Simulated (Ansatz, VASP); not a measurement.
## Two plane-wave programs on Si2Ni

Contents of INCAR:

```
SYSTEM = Si2Ni
PREC     = Accurate       ! precision mode
ENCUT    = 520            ! plane-wave cutoff, eV
EDIFF    = 1E-6           ! SCF threshold, eV
ISMEAR   = 0              ! smearing method
SIGMA    = 0.03           ! smearing width, eV
LREAL    = .False.        ! projectors in reciprocal space
LASPH    = .True.         ! aspherical terms in the spheres
NELM     = 150            ! most SCF steps
ALGO     = Normal         ! electronic algorithm
ISIF     = 2              ! what is computed and relaxed
LWAVE    = .False.        ! write WAVECAR
LCHARG   = .False.        ! write CHGCAR
ISPIN    = 2              ! spin polarisation
MAGMOM   = 1 0 0          ! initial moments
LORBIT   = 11             ! projections on sites
LMAXMIX  = 4              ! l up to which the mixer works
GGA      = PE             ! functional
NBANDS   = 20             ! bands
```

KPOINTS

```
regular mesh
0
Gamma
  9 9 9
  0 0 0
```

Contents of POSCAR:

```
Si2Ni
1.0
    0.0000000000      2.7030000000      2.7030000000
    2.7030000000      0.0000000000      2.7030000000
    2.7030000000      2.7030000000      0.0000000000
Ni Si
1 2
Direct
    0.0000000000      0.0000000000      0.0000000000
    0.7500000000      0.7500000000      0.7500000000
    0.2500000000      0.2500000000      0.2500000000
```

The input input.yaml:

```yaml
crystal:
  lattice:
    - [0.0, 2.703, 2.703]
    - [2.703, 0.0, 2.703]
    - [2.703, 2.703, 0.0]
  atoms:
    - { symbol: Ni, position: [0.0, 0.0, 0.0], spin: 1.0 }
    - { symbol: Si, position: [0.75, 0.75, 0.75] }
    - { symbol: Si, position: [0.25, 0.25, 0.25] }
hamiltonian:
  xc: pbe
  pseudopotentials: { kind: paw }
magnetization:
  spin_polarized: true
kpoints:
  mp_grid: { grid: [9, 9, 9] }
scf:
  occupations: { method: gaussian, width: 0.03 }
output:
  forces: true
  stress: true
  eigenvalues: true
  write_density: true
  write_potential: true
  elf: true
  volumetric_format: npy
```

Alike in both runs: task single point; functional PBE; k mesh 9 × 9 × 9; occupations gaussian, width 0.03 eV; collinear spin.

|  | VASP | Ansatz |
| --- | --- | --- |
| version | VASP 6.6.1 | Ansatz 0.2.0 |
| potentials or method | VASP PAW PBE potentials, release 64 (Ni, Si) | Ansatz PAW |
| plane-wave cutoff (eV) | 520 | 420 |
| valence electrons in the cell | 18 | 26 |

|  | VASP | Ansatz | Ansatz less VASP |
| --- | --- | --- | --- |
| gap on the k mesh at the Fermi level (eV) | none | none | - |
| pressure (GPa) | 3.8 | 4.0 | +0.15 |
| net moment per atom (μB) | 0.00 | 0.00 | 0.000 |

A gap of «none» marks a metal or a gap that the smearing closes. The functional is the same, so the differences come from potentials, cutoffs and numerics. VASP's potentials hold 18 valence electrons a cell and Ansatz's 26, so a difference there can come from the potentials and not from the codes.
